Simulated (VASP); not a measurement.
Input of a VASP 6.6.1 run:

File INCAR:

```
SYSTEM = BN
PREC = Accurate
ENCUT = 520
EDIFF = 1E-6
ISMEAR = -1
SIGMA = 0.05
LREAL = .False.
LASPH = .True.
NELM = 100
ALGO = Normal
ISIF = 2
LWAVE = .False.
LCHARG = .True.
GGA = PS
LELF = .True.
LVHAR = .True.
NBANDS = 11
```

Contents of KPOINTS:

```
regular mesh
0
Gamma
  13 13 13
  0 0 0
```

File POSCAR:

```
BN
1.0
    0.0000000000      1.7745326116      1.7745326116
    1.7745326116      0.0000000000      1.7745326116
    1.7745326116      1.7745326116      0.0000000000
N B
1 1
Direct
    0.2500000000      0.2500000000      0.2500000000
    0.0000000000      0.0000000000      0.0000000000
```

Potentials or basis: VASP PAW PBE potentials, release 64 (N, B).

Command:

```console
$ cat potpaw_PBE.64/N/POTCAR potpaw_PBE.64/B/POTCAR > POTCAR
$ mpirun -np 1 vasp_std > vasp.out
```

Problem. What does it give for the band gap on the k mesh?

Solution. 4.41 eV, indirect (least direct gap 9.02 eV).

Problem. Predict the pressure.

Solution. 20.8 GPa.

Caveat: the PAW data sets were made with another functional, which shifts forces and pressure a little. Expect the measured gap to be larger: semilocal functionals such as PBEsol lack the derivative discontinuity.
